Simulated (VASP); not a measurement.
# CaSe (P4/mmm) in VASP: further runs, part 2 of 2

VASP 6.6.1. The steps go on from the part before.

### Step 6. Relaxation of cell and atoms, PBE

This run uses another cell than the first one.

INCAR

```
SYSTEM = CaSe
ALGO = Normal
EDIFF = 1E-7
EDIFFG = -0.01
ENCUT = 600
GGA = PE
IBRION = 2
ISIF = 3
ISMEAR = 0
LASPH = .True.
LCHARG = .False.
LREAL = .False.
LWAVE = .False.
NELM = 100
NSW = 100
PREC = Accurate
SIGMA = 0.02
```

KPOINTS

```
k-points
0
Gamma
  4 4 6
  0 0 0
```

POSCAR

```
CaSe
1.0
    7.4167563155      0.0000000000      0.0000000000
    0.0000000000      7.4167563155      0.0000000000
    0.0000000000      0.0000000000      5.2772654045
Ca Se
1 1
Direct
    0.5000000000      0.5000000000      0.5000000000
    0.5000000000      0.5000000000      0.0000000000
```

Potentials or basis: VASP PAW PBE potentials, release 64 (Ca_sv, Se).

The run is started by

```console
$ cat potpaw_PBE.64/Ca_sv/POTCAR potpaw_PBE.64/Se/POTCAR > POTCAR
$ mpirun -np 1 vasp_std > vasp.out
```

OUTCAR:

```text
SYSTEM = CaSe
   EDIFF = 1E-7
   EDIFFG = -0.01
   ENCUT = 600
   GGA = PE
   IBRION = 2
   ISIF = 3
   ISMEAR = 0
   LASPH = .True.
   LREAL = .False.
   NELM = 100
   NSW = 100
   PREC = Accurate

 ion  position               nearest neighbor table
   1  0.500  0.500  0.500-   2 2.64   2 2.64
   2  0.500  0.500  0.000-   1 2.64   1 2.64

  LATTYP: Found a simple tetragonal cell.
 ALAT       =     7.4167563155
 C/A-ratio  =     0.7115328022

  Lattice vectors:

 A1 = (   7.4167563155,   0.0000000000,   0.0000000000)
 A2 = (   0.0000000000,   7.4167563155,   0.0000000000)
 A3 = (   0.0000000000,   0.0000000000,   5.2772654045)

Analysis of symmetry for initial positions (statically):
=====================================================================
 Subroutine PRICEL returns:
 Original cell was already a primitive cell.

 Routine SETGRP: Setting up the symmetry group for a
 simple tetragonal supercell.

 Subroutine GETGRP returns: Found 16 space group operations
 (whereof 16 operations were pure point group operations)
 out of a pool of 16 trial point group operations.

The static configuration has the point symmetry D_4h.

Analysis of symmetry for dynamics (positions and initial velocities):
=====================================================================
 Subroutine PRICEL returns:
 Original cell was already a primitive cell.

 Routine SETGRP: Setting up the symmetry group for a
 simple tetragonal supercell.

 Subroutine GETGRP returns: Found 16 space group operations
 (whereof 16 operations were pure point group operations)
 out of a pool of 16 trial point group operations.

The dynamic configuration has the point symmetry D_4h.

 Subroutine INISYM returns: Found 16 space group operations
 (whereof 16 operations are pure point group operations),
 and found     1 'primitive' translations

----------------------------------------------------------------------------------------

                                     Primitive cell

  volume of cell :     290.2933

  direct lattice vectors                    reciprocal lattice vectors
     7.416756315  0.000000000  0.000000000     0.134829831  0.000000000  0.000000000
     0.000000000  7.416756315  0.000000000     0.000000000  0.134829831  0.000000000
     0.000000000  0.000000000  5.277265404     0.000000000  0.000000000  0.189492080

  length of vectors
     7.416756315  7.416756315  5.277265404     0.134829831  0.134829831  0.189492080

  position of ions in fractional coordinates (direct lattice)
     0.500000000  0.500000000  0.500000000
     0.500000000  0.500000000  0.000000000

  ion indices of the primitive-cell ions
   primitive index   ion index
                 1           1
                 2           2

----------------------------------------------------------------------------------------

 KPOINTS: k-points

Automatic generation of k-mesh.
 Grid dimensions read from file:
 generate k-points for:    4    4    6

 Generating k-lattice:

  Cartesian coordinates                     Fractional coordinates (reciprocal lattice)
     0.033707458  0.000000000  0.000000000     0.250000000  0.000000000  0.000000000
     0.000000000  0.033707458  0.000000000     0.000000000  0.250000000  0.000000000
     0.000000000  0.000000000  0.031582013     0.000000000  0.000000000  0.166666667

  Length of vectors
     0.033707458  0.033707458  0.031582013

  Shift w.r.t. Gamma in fractional coordinates (k-lattice)
     0.000000000  0.000000000  0.000000000

 Subroutine IBZKPT returns following result:
 ===========================================

 Found     24 irreducible k-points:

 Following reciprocal coordinates:
            Coordinates               Weight
  0.000000  0.000000  0.000000      1.000000
  0.250000  0.000000  0.000000      4.000000
  0.500000  0.000000  0.000000      2.000000
  0.250000  0.250000  0.000000      4.000000
  0.500000  0.250000  0.000000      4.000000
  0.500000  0.500000  0.000000      1.000000
[... 16 lines left out ...]
  0.500000  0.250000  0.500000      4.000000
  0.500000  0.500000  0.500000      1.000000
   k-points           NKPTS =     24   k-points in BZ     NKDIM =     24   number of bands    NBANDS=     12
   number of dos      NEDOS =    301   number of ions     NIONS =      2
   total plane-waves  NPLWV = 151200
   dimension x,y,z NGX =    60 NGY =   60 NGZ =   42
   dimension x,y,z NGXF=   120 NGYF=  120 NGZF=   84
   ions per type =               1   1
   NGX,Y,Z   is equivalent  to a cutoff of  13.45, 13.45, 13.23 a.u.
   NGXF,Y,Z  is equivalent  to a cutoff of  26.90, 26.90, 26.46 a.u.
 SYSTEM =  CaSe
   PREC   = accura    normal or accurate (medium, high low for compatibility)
   ISTART =      0    job   : 0-new  1-cont  2-samecut
   ICHARG =      2    charge: 1-file 2-atom 10-const
   ISPIN  =      1    spin polarized calculation?
   LNONCOLLINEAR =      F non collinear calculations
   LSORBIT =      F    spin-orbit coupling
   LASPH  =      T    aspherical Exc in radial PAW
   ENCUT  =  600.0 eV  44.10 Ry    6.64 a.u.  14.81 14.81 10.54*2*pi/ulx,y,z
   NELM   =    100;   NELMIN=  2; NELMDL= -5     # of ELM steps
   EDIFF  = 0.1E-06   stopping-criterion for ELM
   LREAL  =      F    real-space projection
   EDIFFG = -.1E-01   stopping-criterion for IOM
   NSW    =    100    number of steps for IOM
   IBRION =      2    ionic relax: 0-MD 1-quasi-New 2-CG
   NFREE  =      1    steps in history (QN), initial steepest desc. (CG)
   ISIF   =      3    stress and relaxation
   ISYM   =      2    0-nonsym 1-usesym 2-fastsym
   POTIM  = 0.5000    time-step for ionic-motion
   TEBEG  =    0.0;   TEEND  =   0.0 temperature during run
   PSTRESS=    0.0 pullay stress
   NELECT =      16.0000    total number of electrons
   NUPDOWN=      -1.0000    fix difference up-down
   EMIN   =  10.00;   EMAX   =-10.00  energy-range for DOS
   EFERMI =   0.00;   METHOD = LEGACY
   ISMEAR =     0;   SIGMA  =   0.02  broadening in eV -4-tet -1-fermi 0-gaus
   EFERMI_NEDOS =   21; number of points for ismear=-14 and -15
   IALGO  =     38    algorithm
   IMIX   =      4    mixing-type and parameters
     AMIX     =   0.40;   BMIX     =  1.00
     AMIX_MAG =   1.60;   BMIX_MAG =  1.00
  volume/ion in A,a.u.               =     145.15       979.50
  Fermi-wavevector in a.u.,A,eV,Ry     =   0.623021  1.177338  5.281167  0.388155
  Thomas-Fermi vector in A             =   1.683082
   LORBIT       =      0    0 simple, 1 ext, 2 COOP (PROOUT), +10 PAW based schemes
   GGA     = PE    functional components
   LHFCALC =     F    Hartree Fock is set to
   AEXX    =    0.0000 exact exchange contribution
   IVDW    =     0    specifies the selected vdW correction
   LEPSILON=     F    determine dielectric tensor
   LRPA    =     F    only Hartree local field effects (RPA)
 conjugate gradient relaxation of ions
 non-spin polarized calculation
 Gauss-broadening in eV      SIGMA  =   0.02
  energy-cutoff  :      600.00
  volume of cell :      290.29
 maximum number of plane-waves:      9736
 NGX is ok and might be reduce to    60
   NGX = 29   NGY = 29   NGZ = 21

--------------------------------------- Ionic step        1  -------------------------------------------

 number of electron      15.9999999 magnetization

 Free energy of the ion-electron system (eV)
  ---------------------------------------------------
  ext. energy  EPLUGINS =         0.00000000
  ---------------------------------------------------
  free energy    TOTEN  =        -6.89990204 eV

  energy without entropy =       -6.89990204  energy(sigma->0) =       -6.89990204

------------------------ aborting loop because EDIFF is reached ----------------------------------------

  FORCE on cell =-STRESS in cart. coord.  units (eV):
  Direction    XX          YY          ZZ          XY          YZ          ZX
  --------------------------------------------------------------------------------------
  -------------------------------------------------------------------------------------
  Total        0.0351482      0.0351482      0.1579778      0.0000000     -0.0000000      0.0000000
  in kB        0.1939891      0.1939891      0.8719062      0.0000000     -0.0000000      0.0000000
  external PRESSURE =       0.4199615 kB  Pullay stress =       0.0000000 kB
[... 89 lines left out ...]
  FREE ENERGIE OF THE ION-ELECTRON SYSTEM (eV)
  ---------------------------------------------------
  free  energy   TOTEN  =        -6.9000257279 eV

  energy  without entropy=       -6.9000257279  energy(sigma->0) =       -6.90002573

[... ionic steps 4 to 10 ...]

--------------------------------------- Ionic step       11  -------------------------------------------

 number of electron      15.9999993 magnetization

------------------------ aborting loop because EDIFF is reached ----------------------------------------
[... 67 lines left out ...]
--------------------------------------- Ionic step       13  -------------------------------------------

 number of electron      15.9999997 magnetization

 Free energy of the ion-electron system (eV)
  ---------------------------------------------------
  ext. energy  EPLUGINS =         0.00000000
  ---------------------------------------------------
  free energy    TOTEN  =        -6.90363437 eV

  energy without entropy =       -6.90363437  energy(sigma->0) =       -6.90363437

 E-fermi :  -3.5224     XC(G=0):  -2.5165

 val. band max:       -3.7197289344   @ k =   0.5000   0.0000   0.0000
 cond. band min:      -1.4395629510   @ k =   0.0000   0.0000   0.0000
 fundamental gap:      2.2801659834
 Fermi energy:        -3.5223554740

 k-point     1 :       0.0000    0.0000    0.0000
  band No.  band energies     occupation
      1     -44.5531      2.00000
      2     -25.6803      2.00000
      3     -25.6803      2.00000
      4     -25.3733      2.00000
      5     -14.0215      2.00000
      6      -3.9114      2.00000
      7      -3.7212      2.00000
      8      -3.7212      2.00000
      9      -1.4396      0.00000
     10      -0.1216      0.00000
     11      -0.0499      0.00000
     12      -0.0499      0.00000
[... 372 lines left out ...]
  FREE ENERGIE OF THE ION-ELECTRON SYSTEM (eV)
  ---------------------------------------------------
  free  energy   TOTEN  =        -6.9036343668 eV

  energy  without entropy=       -6.9036343668  energy(sigma->0) =       -6.90363437

 reached required accuracy - stopping structural energy minimisation
```

OSZICAR:

```text
N       E                     dE             d eps       ncg     rms          rms(c)
DAV:   1     0.803921692848E+02    0.80392E+02   -0.69595E+03   760   0.102E+03
DAV:   2     0.335500014798E+01   -0.77037E+02   -0.71298E+02   688   0.199E+02
DAV:   3    -0.732065989498E+01   -0.10676E+02   -0.10601E+02   768   0.587E+01
[... 166 lines left out ...]
DAV:   9    -0.690363241233E+01   -0.96248E-05   -0.50938E-06   636   0.141E-02    0.176E-03
DAV:  10    -0.690363361571E+01   -0.12034E-05   -0.47252E-07   712   0.661E-03    0.795E-04
DAV:  11    -0.690363410357E+01   -0.48785E-06   -0.64568E-07   752   0.432E-03    0.101E-03
DAV:  12    -0.690363433280E+01   -0.22923E-06   -0.64831E-08   548   0.217E-03    0.583E-04
DAV:  13    -0.690363436676E+01   -0.33966E-07   -0.55091E-08   504   0.146E-03
  13 F= -.69036344E+01 E0= -.69036344E+01  d E =-.278158E-03
```

CONTCAR:

```text
CaSe
   1.00000000000000
     8.6107684544259442    0.0000000000000000    0.0000000000000000
     0.0000000000000000    8.6107684544259442    0.0000000000000000
     0.0000000000000000    0.0000000000000000    5.2859757749923837
  Ca              Se
     1     1
Direct
     0.5000000000000000    0.5000000000000000    0.5000000000000000
     0.5000000000000000    0.5000000000000000    0.0000000000000000

  0.00000000E+00  0.00000000E+00  0.00000000E+00
  0.00000000E+00  0.00000000E+00  0.00000000E+00
```

Run time: 25 min. Hardware: 1 thread of Oxide Virtual Turin-like, shared host; peak memory 0.47 GiB.

What came out:

* Free energy: -6.9036 eV
* Relaxed cell: a = 8.611 Å, b = 8.611 Å, c = 5.286 Å, α = 90.00°, β = 90.00°, γ = 90.00°
* Space group after relaxing (to 0.1 Å): P4/mmm (No. 123)
* Energy gained by relaxing: 1.9 meV/atom
* Ionic steps: 13
* Pressure after relaxing: 0.0 GPa
* Band gap on the k mesh: 2.28 eV

Step by step:
| step | energy change (eV) | largest force (eV/Å) | pressure (GPa) | volume (Å³) |
| --- | --- | --- | --- | --- |
| 1 | 0.0000 | 0.0000 | 0.04 | 290.29 |
| 2 | 0.0002 | 0.0000 | -0.04 | 291.89 |
| 3 | -0.0001 | 0.0000 | 0.01 | 290.90 |
| 4 | -0.0002 | 0.0000 | 0.01 | 291.36 |
| 5 | -0.0003 | 0.0000 | 0.01 | 292.72 |
| 6 | -0.0006 | 0.0000 | 0.01 | 295.47 |
| 7 | -0.0012 | 0.0000 | 0.01 | 300.99 |
| 8 | -0.0021 | 0.0000 | 0.02 | 312.19 |
| 9 | -0.0032 | 0.0000 | 0.03 | 335.20 |
| 10 | -0.0035 | 0.0000 | 0.04 | 383.62 |
| 11 | -0.0035 | 0.0000 | 0.03 | 384.45 |
| 12 | -0.0036 | 0.0000 | 0.02 | 386.93 |
| 13 | -0.0037 | 0.0000 | 0.00 | 391.93 |

Final structure:
```
Ca Se
1.0
     8.61077    0.00000    0.00000
     0.00000    8.61077    0.00000
     0.00000    0.00000    5.28598
Ca Se
1 1
Cartesian
  4.3054 4.3054 2.6430
  4.3054 4.3054 0.0000
```

Caveat: the volume moved by over 15 % at a fixed basis, so the end points are rough; the relaxation moved the vacuum too, so the length across it says nothing of the material.

### Step 7. Overview

```csv
task,cell,k mesh,cutoff (eV),smearing,gap on the mesh (eV),pressure (GPa),relaxed volume (Å³/atom)
single point,"a = 5.738, b = 5.738, c = 5.261 Å, 2 atoms",6 × 6 × 4,520,gaussian 0.1 eV,1.42,0.2,-
single point,"a = 7.417, b = 7.417, c = 5.277 Å, 2 atoms",4 × 4 × 6,520,gaussian 0.02 eV,2.09,0.0,-
single point,"a = 7.417, b = 7.417, c = 5.277 Å, 2 atoms",6 × 6 × 6,520,gaussian 0.02 eV,2.09,0.0,-
relaxation of cell and atoms,"relaxed from a = 5.738, b = 5.738, c = 5.261 Å, 2 atoms",6 × 6 × 6,600,gaussian 0.02 eV,2.16,0.0,158.53
relaxation of cell and atoms,"relaxed from a = 7.417, b = 7.417, c = 5.277 Å, 2 atoms",4 × 4 × 6,600,gaussian 0.02 eV,2.28,0.0,195.97
```

Alike in all rows: level PBE; potentials or basis VASP PAW PBE potentials, release 64 (Ca_sv, Se); no spin polarisation.

Caveats: the volume moved by over 15 % at a fixed basis, so the end points are rough (at least some runs); the relaxation moved the vacuum too, so the length across it says nothing of the material (at least some runs).

Absolute energies hang on the potentials; compare differences alone.
